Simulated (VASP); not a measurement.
A run of VASP 6.6.1:

File INCAR:

```
ALGO     = Normal         # electronic algorithm
EDIFF    = 1E-8           # SCF threshold, eV
ENCUT    = 520            # plane-wave cutoff, eV
GGA      = PE             # functional
ISIF     = 2              # what is computed and relaxed
ISMEAR   = -1             # smearing method
LASPH    = T              # aspherical terms in the spheres
LCHARG   = F              # write CHGCAR
LEFG     = T            
LREAL    = F              # projectors in reciprocal space
LWAVE    = F              # write WAVECAR
NBANDS   = 13             # bands
NELM     = 80             # most SCF steps
PREC     = Accurate       # precision mode
SIGMA    = 0.05           # smearing width, eV
```

KPOINTS

```
k-points
0
Gamma
  16 16 16
```

Contents of POSCAR:

```
Sn
1.0
   -2.0086911468      2.0086911468      1.6439834892
    2.0086911468     -2.0086911468      1.6439834892
    2.0086911468      2.0086911468     -1.6439834892
Sn
1
Direct
    0.0000000000      0.0000000000      0.0000000000
```

Potentials or basis: VASP PAW PBE potentials, release 64 (Sn_d).

Launch:

```bash
$ cat potpaw_PBE.64/Sn_d/POTCAR > POTCAR
$ mpirun -np 1 vasp_std > vasp.out
```

Hardware: 1 thread of Intel(R) Xeon(R) Platinum 8488C (Sapphire Rapids) (shared host).

**Question.** Estimate the wall time of this run.

**Answer.** It took 44 s on 1 thread of Intel(R) Xeon(R) Platinum 8488C (Sapphire Rapids), on a shared host, peak memory 0.22 GiB. Counts: scf iterations 13, k points 349.
